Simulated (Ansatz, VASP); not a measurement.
## C in VASP and in Ansatz

```
CELL_PARAMETERS angstrom
9.86400 0.00000 0.00000
-4.93200 8.54247 0.00000
0.00000 0.00000 12.00000
ATOMIC_POSITIONS crystal
C 0.00000 0.00000 0.08333
C 0.16667 0.08333 0.08333
C 0.00000 0.25000 0.08333
C 0.16667 0.33333 0.08333
C 0.00000 0.50000 0.08333
C 0.16667 0.58333 0.08333
C 0.00000 0.75000 0.08333
C 0.16667 0.83333 0.08333
C 0.25000 0.00000 0.08333
C 0.41667 0.08333 0.08333
C 0.25000 0.25000 0.08333
C 0.41667 0.33333 0.08333
C 0.25000 0.50000 0.08333
C 0.41667 0.58333 0.08333
C 0.25000 0.75000 0.08333
C 0.41667 0.83333 0.08333
C 0.50000 0.00000 0.08333
C 0.66667 0.08333 0.08333
C 0.50000 0.25000 0.08333
C 0.66667 0.33333 0.08333
C 0.50000 0.50000 0.08333
C 0.66667 0.58333 0.08333
C 0.50000 0.75000 0.08333
C 0.66667 0.83333 0.08333
C 0.75000 0.00000 0.08333
C 0.91667 0.08333 0.08333
C 0.75000 0.25000 0.08333
C 0.91667 0.33333 0.08333
C 0.75000 0.50000 0.08333
C 0.91667 0.58333 0.08333
C 0.75000 0.75000 0.08333
C 0.91667 0.83333 0.08333
```

Alike in both runs: functional PBE; dispersion D3(BJ); k mesh 1 × 1 × 1; occupations fermi-dirac, width 0.02 eV; no spin polarisation.

Ansatz relaxed the structure, and its values are those at the end. VASP's run is a single point on that final structure, the one shown.

|  | VASP | Ansatz |
| --- | --- | --- |
| version | VASP 6.6.1 | Ansatz 0.2.0 |
| potentials or method | VASP PAW PBE potentials, release 64 (C), cutoff 520 eV | scalar-relativistic, plane waves, PAW |
| valence electrons in the cell | 128 | 128 |

```csv
,VASP,Ansatz,Ansatz less VASP
gap on the k mesh at the Fermi level (eV),4.04,4.04,+0.007
```
